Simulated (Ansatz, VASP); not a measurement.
# One calculation of Ag, two programs

File INCAR:

```
PREC = Accurate
ENCUT = 520
EDIFF = 1E-7
ISMEAR = -1
SIGMA = 0.05
LREAL = False
LASPH = True
NELM = 80
ALGO = Normal
ISIF = 2
LWAVE = False
LCHARG = True
GGA = PE
LELF = True
LVHAR = True
NBANDS = 18
```

Contents of KPOINTS:

```
Automatic mesh
0
Gamma
  14 14 8
```

The input POSCAR:

```
Ag
1.0
    2.8706942260      0.0000000000      0.0000000000
   -1.4353471130      2.4860941263      0.0000000000
    0.0000000000      0.0000000000      4.6930492667
Ag
2
Direct
    0.3333333333      0.6666666667      0.2500000000
    0.6666666667      0.3333333333      0.7500000000
```

Input for Ansatz:

```yaml
crystal:
  lattice:
    - [2.870694226, 0.0, 0.0]
    - [-1.435347113, 2.4860941263, 0.0]
    - [0.0, 0.0, 4.6930492667]
  atoms:
    - { symbol: Ag, position: [0.3333333333, 0.6666666667, 0.25] }
    - { symbol: Ag, position: [0.6666666667, 0.3333333333, 0.75] }
kpoints:
  mp_grid: { grid: [14, 14, 8] }
scf:
  occupations: { method: fermi_dirac, width: 0.05 }
hamiltonian:
  xc: pbe
  pseudopotentials: { kind: all_electron, lapw: { basis_error: 0.00025 } }
output:
  forces: true
  stress: true
  eigenvalues: true
```

Change from the starting cell: volume scaled by 0.9405.

Alike in both runs: task single point; functional PBE; k mesh 14 × 14 × 8; occupations fermi-dirac, width 0.05 eV; no spin polarisation.

|  | VASP | Ansatz |
| --- | --- | --- |
| version | VASP 6.6.1 | Ansatz 0.2.0 |
| potentials or method | VASP PAW PBE potentials, release 64 (Ag), cutoff 520 eV | all-electron LAPW, scalar-relativistic |

|  | VASP | Ansatz | Ansatz less VASP |
| --- | --- | --- | --- |
| pressure (GPa) | 7.1 | 7.3 | +0.17 |
| traceless stress, the component that is largest in VASP (GPa) | -0.23 | -0.21 | +0.018 |

Ansatz ran all-electron here, and VASP with PAW potentials.
